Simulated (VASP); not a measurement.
# MgO (P6_3mc) in VASP: further runs

Runs on MgO. Level: PBE. Tasks: single point.

Program: VASP 6.6.1. These are calculated values, not measurements. Logs are shortened: lines on timing, memory, paths and dates and some standing lists are left out, and cuts for length are marked.

## Step 1: The cell of the first run

The structure is hexagonal, space group P6_3mc (No. 186). Conventional cell: a = 3.240 Å, b = 3.240 Å, c = 4.881 Å, α = 90.00°, β = 90.00°, γ = 120.00°. Mg (site symmetry 3m) has 4 O at 1.93 to 1.95 Å within 2.6 Å. Within 2.6 Å of O (site symmetry 3m) lie 4 Mg at 1.93 to 1.95 Å.

## Step 2: Single point, PBE

The input, INCAR:

```
PREC = Accurate
ENCUT = 520
EDIFF = 1E-6
ISMEAR = 0
SIGMA = 0.05
LREAL = F
LASPH = T
NELM = 60
ALGO = Normal
ISIF = 2
LWAVE = F
LCHARG = T
GGA = PE
LELF = T
LVHAR = T
NBANDS = 16
```

The input, KPOINTS:

```
Automatic mesh
0
Gamma
  12 12 6
```

The input, POSCAR:

```
MgO
1.0
    3.2402621826      0.0000000000      0.0000000000
   -1.6201310913      2.8061493650      0.0000000000
    0.0000000000      0.0000000000      4.8811616653
Mg O
2 2
Direct
    0.3333333300      0.6666666700      0.0021597400
    0.6666666700      0.3333333300      0.5021597400
    0.3333333300      0.6666666700      0.4024402600
    0.6666666700      0.3333333300      0.9024402600
```

Potentials or basis: VASP PAW PBE potentials, release 64 (Mg, O).

Launch:

```bash
cat potpaw_PBE.64/Mg/POTCAR potpaw_PBE.64/O/POTCAR > POTCAR
mpirun -np 1 vasp_std > vasp.out
```

OUTCAR:

```text
PREC = Accurate
   ENCUT = 520
   EDIFF = 1E-6
   ISMEAR = 0
   LREAL = F
   LASPH = T
   NELM = 60
   ISIF = 2
   GGA = PE

 ion  position               nearest neighbor table
   1  0.333  0.667  0.002-   4 1.93   4 1.93   4 1.93   3 1.95   2 3.08   2 3.08   2 3.08   2 3.08
                             2 3.08   2 3.08
   2  0.667  0.333  0.502-   3 1.93   3 1.93   3 1.93   4 1.95   1 3.08   1 3.08   1 3.08   1 3.08
                             1 3.08   1 3.08
   3  0.333  0.667  0.402-   2 1.93   2 1.93   2 1.93   1 1.95
   4  0.667  0.333  0.902-   1 1.93   1 1.93   1 1.93   2 1.95

  LATTYP: Found a hexagonal cell.
 ALAT       =     3.2402621826
 C/A-ratio  =     1.5064094787

  Lattice vectors:

 A1 = (   3.2402621826,   0.0000000000,   0.0000000000)
 A2 = (  -1.6201310913,   2.8061493650,   0.0000000000)
 A3 = (   0.0000000000,   0.0000000000,   4.8811616653)

Analysis of symmetry for initial positions (statically):
=====================================================================
 Subroutine PRICEL returns:
 Original cell was already a primitive cell.

 Routine SETGRP: Setting up the symmetry group for a
 hexagonal supercell.

 Subroutine GETGRP returns: Found 12 space group operations
 (whereof  6 operations were pure point group operations)
 out of a pool of 24 trial point group operations.

The static configuration has the point symmetry C_3v.
 The point group associated with its full space group is C_6v.

Analysis of symmetry for dynamics (positions and initial velocities):
=====================================================================
 Subroutine PRICEL returns:
 Original cell was already a primitive cell.

 Routine SETGRP: Setting up the symmetry group for a
 hexagonal supercell.

 Subroutine GETGRP returns: Found 12 space group operations
 (whereof  6 operations were pure point group operations)
 out of a pool of 24 trial point group operations.

The dynamic configuration has the point symmetry C_3v.
 The point group associated with its full space group is C_6v.

 Subroutine INISYM returns: Found 12 space group operations
 (whereof  6 operations are pure point group operations),
 and found     1 'primitive' translations

[... 91 lines left out ...]
   ICHARG =      2    charge: 1-file 2-atom 10-const
   ISPIN  =      1    spin polarized calculation?
   LNONCOLLINEAR =      F non collinear calculations
   LSORBIT =      F    spin-orbit coupling
   LASPH  =      T    aspherical Exc in radial PAW
   ENCUT  =  520.0 eV  38.22 Ry    6.18 a.u.   6.02  6.02  9.08*2*pi/ulx,y,z
   NELM   =     60;   NELMIN=  2; NELMDL= -5     # of ELM steps
   EDIFF  = 0.1E-05   stopping-criterion for ELM
   LREAL  =      F    real-space projection
   EDIFFG = 0.1E-04   stopping-criterion for IOM
   NSW    =      0    number of steps for IOM
   IBRION =     -1    ionic relax: 0-MD 1-quasi-New 2-CG
   NFREE  =      0    steps in history (QN), initial steepest desc. (CG)
   ISIF   =      2    stress and relaxation
   ISYM   =      2    0-nonsym 1-usesym 2-fastsym
   POTIM  = 0.5000    time-step for ionic-motion
   TEBEG  =    0.0;   TEEND  =   0.0 temperature during run
   PSTRESS=    0.0 pullay stress
   NELECT =      16.0000    total number of electrons
   NUPDOWN=      -1.0000    fix difference up-down
   EMIN   =  10.00;   EMAX   =-10.00  energy-range for DOS
   EFERMI =   0.00;   METHOD = LEGACY
   ISMEAR =     0;   SIGMA  =   0.05  broadening in eV -4-tet -1-fermi 0-gaus
   EFERMI_NEDOS =   21; number of points for ismear=-14 and -15
   IALGO  =     38    algorithm
   IMIX   =      4    mixing-type and parameters
     AMIX     =   0.40;   BMIX     =  1.00
     AMIX_MAG =   1.60;   BMIX_MAG =  1.00
  volume/ion in A,a.u.               =      11.10        74.88
  Fermi-wavevector in a.u.,A,eV,Ry     =   1.165136  2.201789 18.470493  1.357543
  Thomas-Fermi vector in A             =   2.301666
   LORBIT       =      0    0 simple, 1 ext, 2 COOP (PROOUT), +10 PAW based schemes
   GGA     = PE    functional components
   LHFCALC =     F    Hartree Fock is set to
   AEXX    =    0.0000 exact exchange contribution
   IVDW    =     0    specifies the selected vdW correction
   LEPSILON=     F    determine dielectric tensor
   LRPA    =     F    only Hartree local field effects (RPA)
 non-spin polarized calculation
 Gauss-broadening in eV      SIGMA  =   0.05
  energy-cutoff  :      520.00
  volume of cell :       44.38
 maximum number of plane-waves:      1215
   NGX = 13   NGY = 13   NGZ = 19

 number of electron      16.0000008 magnetization

 Free energy of the ion-electron system (eV)
  ---------------------------------------------------
  ext. energy  EPLUGINS =         0.00000000
  ---------------------------------------------------
  free energy    TOTEN  =       -23.38871945 eV

  energy without entropy =      -23.38871945  energy(sigma->0) =      -23.38871945

 E-fermi :   1.7720     XC(G=0): -10.0143

 val. band max:        1.5115291875   @ k =   0.0000   0.0000   0.0000
 cond. band min:       5.3229734891   @ k =   0.0000   0.0000   0.0000
 fundamental gap:      3.8114443017
 Fermi energy:         1.7720179883

 k-point     1 :       0.0000    0.0000    0.0000
  band No.  band energies     occupation
      1     -14.9738      2.00000
      2     -14.0536      2.00000
      3      -1.9679      2.00000
      4       0.6840      2.00000
      5       0.6840      2.00000
      6       1.0348      2.00000
[... 433 lines left out ...]
      3      -1.4588      2.00000
      4      -0.9376      2.00000
      5      -0.2867      2.00000
      6       0.2929      2.00000
[... 8 lines left out ...]
     15      16.6311      0.00000
     16      17.7063      0.00000

 [... further k-points ...]
[... 5 lines left out ...]
  --------------------------------------------------------------------------------------
  -------------------------------------------------------------------------------------
  Total        3.4310399      3.4310399      3.1153960      0.0000000     -0.0000000      0.0000000
  in kB      123.8574741    123.8574741    112.4630127      0.0000000     -0.0000000      0.0000000
  external PRESSURE =     120.0593203 kB  Pullay stress =       0.0000000 kB

 VOLUME and BASIS-vectors are now :
 -----------------------------------------------------------------------------
  energy-cutoff  :      520.00
  volume of cell :       44.38
      direct lattice vectors                 reciprocal lattice vectors
     3.240262183  0.000000000  0.000000000     0.308617002  0.178180109  0.000000000
    -1.620131091  2.806149365  0.000000000     0.000000000  0.356360218  0.000000000
     0.000000000  0.000000000  4.881161665     0.000000000  0.000000000  0.204869264

 POSITION                                       TOTAL-FORCE (eV/Angst)
 -----------------------------------------------------------------------------------
     -0.00000      1.87077      0.01054        -0.000000     -0.000000     -0.057142
      1.62013      0.93538      2.45112        -0.000000     -0.000000     -0.057142
     -0.00000      1.87077      1.96438         0.000000      0.000000      0.057142
      1.62013      0.93538      4.40496        -0.000000     -0.000000      0.057142
 -----------------------------------------------------------------------------------
    total drift:                               -0.000017      0.000010      0.000901

  FREE ENERGIE OF THE ION-ELECTRON SYSTEM (eV)
  ---------------------------------------------------
  free  energy   TOTEN  =       -23.3887194469 eV

  energy  without entropy=      -23.3887194469  energy(sigma->0) =      -23.38871945
```

OSZICAR:

```text
N       E                     dE             d eps       ncg     rms          rms(c)
DAV:   1     0.579408583549E+02    0.57941E+02   -0.75981E+03  2440   0.887E+02
DAV:   2    -0.241457932208E+02   -0.82087E+02   -0.76524E+02  3360   0.200E+02
DAV:   3    -0.277192187620E+02   -0.35734E+01   -0.35671E+01  2712   0.422E+01
DAV:   4    -0.277333068935E+02   -0.14088E-01   -0.14088E-01  2992   0.311E+00
DAV:   5    -0.277333759699E+02   -0.69076E-04   -0.69076E-04  2744   0.206E-01    0.118E+01
DAV:   6    -0.234307418964E+02    0.43026E+01   -0.11863E+01  2432   0.263E+01    0.366E+00
DAV:   7    -0.233945999869E+02    0.36142E-01   -0.14670E-01  2440   0.305E+00    0.218E+00
DAV:   8    -0.233902292750E+02    0.43707E-02   -0.83505E-02  2584   0.320E+00    0.476E-01
DAV:   9    -0.233880477543E+02    0.21815E-02   -0.28521E-03  3000   0.491E-01    0.167E-01
DAV:  10    -0.233887020058E+02   -0.65425E-03   -0.14632E-03  2472   0.252E-01    0.320E-02
DAV:  11    -0.233887186583E+02   -0.16653E-04   -0.12579E-05  2920   0.287E-02    0.179E-02
DAV:  12    -0.233887194469E+02   -0.78858E-06   -0.68954E-06  2448   0.231E-02
   1 F= -.23388719E+02 E0= -.23388719E+02  d E =-.544813E-16
```

stdout:

```text
POSCAR found type information on POSCAR MgO
 POSCAR found :  2 types and       4 ions
 scaLAPACK will be used
 LDA part: xc-table for (Slater+PW92), standard interpolation
 POSCAR, INCAR and KPOINTS ok, starting setup
 FFT: planning ... GRIDC
 FFT: planning ... GRID_SOFT
 FFT: planning ... GRID
 WAVECAR not read
 entering main loop
```

It took 31 s on 1 thread of Intel Xeon Platinum 8259CL at 2.50GHz (Skylake/Cascade Lake), shared host; peak memory 0.18 GiB.

What came out:

- Free energy: -23.3887 eV
- Pressure: 12.0 GPa
- Largest force: 0.057 eV/Å
- Band gap on the k mesh: 3.81 eV, direct

Forces on the atoms (eV/Å):
```
Mg   0.000  0.000 -0.057
Mg   0.000  0.000 -0.057
O    0.000  0.000  0.057
O    0.000  0.000  0.057
```

Stress tensor (GPa, compression positive):
```
12.39  0.00  0.00
 0.00 12.39  0.00
 0.00  0.00 11.25
```

## Step 3: Single point, PBE

This run uses another cell than the first one, of 11.80 Å³/atom, 1.064 times its volume.

The input, INCAR:

```
SYSTEM = MgO
PREC = Accurate
ENCUT = 520
EDIFF = 1E-7
ISMEAR = 0
SIGMA = 0.05
LREAL = .False.
LASPH = .True.
NELM = 80
ALGO = Normal
ISIF = 2
LWAVE = .False.
LCHARG = .False.
GGA = PE
NBANDS = 16
```

The input, KPOINTS:

```
regular mesh
0
Gamma
  12 12 6
  0 0 0
```

The input, POSCAR:

```
MgO
1.0
    3.3077869865      0.0000000000      0.0000000000
   -1.6538934933      2.8646275606      0.0000000000
    0.0000000000      0.0000000000      4.9828816700
Mg O
2 2
Direct
    0.3333333300      0.6666666700      0.0021597400
    0.6666666700      0.3333333300      0.5021597400
    0.3333333300      0.6666666700      0.4024402600
    0.6666666700      0.3333333300      0.9024402600
```

Potentials or basis: VASP PAW PBE potentials, release 64 (Mg, O).

Launch:

```bash
cat potpaw_PBE.64/Mg/POTCAR potpaw_PBE.64/O/POTCAR > POTCAR
mpirun -np 1 vasp_std > vasp.out
```

OUTCAR:

```text
SYSTEM = MgO
   PREC = Accurate
   ENCUT = 520
   EDIFF = 1E-7
   ISMEAR = 0
   LREAL = .False.
   LASPH = .True.
   NELM = 80
   ISIF = 2
   GGA = PE

 ion  position               nearest neighbor table
   1  0.333  0.667  0.002-   4 1.97   4 1.97   4 1.97   3 1.99   2 3.14   2 3.14   2 3.14   2 3.14
                             2 3.14   2 3.14
   2  0.667  0.333  0.502-   3 1.97   3 1.97   3 1.97   4 1.99   1 3.14   1 3.14   1 3.14   1 3.14
                             1 3.14   1 3.14
   3  0.333  0.667  0.402-   2 1.97   2 1.97   2 1.97   1 1.99
   4  0.667  0.333  0.902-   1 1.97   1 1.97   1 1.97   2 1.99

  LATTYP: Found a hexagonal cell.
 ALAT       =     3.3077869865
 C/A-ratio  =     1.5064094787

  Lattice vectors:

 A1 = (   3.3077869865,   0.0000000000,   0.0000000000)
 A2 = (  -1.6538934933,   2.8646275606,   0.0000000000)
 A3 = (   0.0000000000,   0.0000000000,   4.9828816700)

Analysis of symmetry for initial positions (statically):
=====================================================================
 Subroutine PRICEL returns:
 Original cell was already a primitive cell.

 Routine SETGRP: Setting up the symmetry group for a
 hexagonal supercell.

 Subroutine GETGRP returns: Found 12 space group operations
 (whereof  6 operations were pure point group operations)
[... 171 lines left out ...]
 E-fermi :   1.4100     XC(G=0):  -9.7437

 val. band max:        1.1580166289   @ k =   0.0000   0.0000   0.0000
 cond. band min:       4.6211891686   @ k =   0.0000   0.0000   0.0000
 fundamental gap:      3.4631725397
 Fermi energy:         1.4100117266

 k-point     1 :       0.0000    0.0000    0.0000
  band No.  band energies     occupation
      1     -15.1163      2.00000
      2     -14.3053      2.00000
      3      -2.1260      2.00000
      4       0.3691      2.00000
      5       0.3691      2.00000
      6       0.7106      2.00000
[... 433 lines left out ...]
      3      -1.6553      2.00000
      4      -1.1673      2.00000
      5      -0.5521      2.00000
      6      -0.0058      2.00000
[... 8 lines left out ...]
     15      15.6084      0.00000
     16      16.6949      0.00000

 [... further k-points ...]
[... 5 lines left out ...]
  --------------------------------------------------------------------------------------
  -------------------------------------------------------------------------------------
  Total        0.8509120      0.8509120      0.9179423     -0.0000000      0.0000000      0.0000000
  in kB       28.8741327     28.8741327     31.1486830     -0.0000000      0.0000000      0.0000000
  external PRESSURE =      29.6323161 kB  Pullay stress =       0.0000000 kB

 VOLUME and BASIS-vectors are now :
 -----------------------------------------------------------------------------
  energy-cutoff  :      520.00
  volume of cell :       47.22
      direct lattice vectors                 reciprocal lattice vectors
     3.307786987  0.000000000  0.000000000     0.302316928  0.174542760  0.000000000
    -1.653893493  2.864627561  0.000000000     0.000000000  0.349085519  0.000000000
     0.000000000  0.000000000  4.982881670     0.000000000  0.000000000  0.200687086

 POSITION                                       TOTAL-FORCE (eV/Angst)
 -----------------------------------------------------------------------------------
     -0.00000      1.90975      0.01076        -0.000000     -0.000000      0.008234
      1.65389      0.95488      2.50220        -0.000000     -0.000000      0.008234
     -0.00000      1.90975      2.00531         0.000000     -0.000000     -0.008234
      1.65389      0.95488      4.49675        -0.000000      0.000000     -0.008234
 -----------------------------------------------------------------------------------
    total drift:                               -0.000017      0.000010      0.000820

  FREE ENERGIE OF THE ION-ELECTRON SYSTEM (eV)
  ---------------------------------------------------
  free  energy   TOTEN  =       -23.5200838095 eV

  energy  without entropy=      -23.5200838095  energy(sigma->0) =      -23.52008381
```

Run time: 48 s. Hardware: 1 thread of Intel Xeon Platinum 8259CL at 2.50GHz (Skylake/Cascade Lake), shared host; peak memory 0.21 GiB.

What came out:

```yaml
Free_energy: -23.5201 eV
Pressure: 3.0 GPa
Largest_force: 0.008 eV/Å
Band_gap_on_the_k_mesh: 3.46 eV, direct
```

Forces on the atoms (eV/Å):
```
Mg   0.000  0.000  0.008
Mg   0.000  0.000  0.008
O    0.000  0.000 -0.008
O    0.000  0.000 -0.008
```

A k mesh can miss the band edges. PBE gaps usually lie below the measured ones, often by a third to a half.
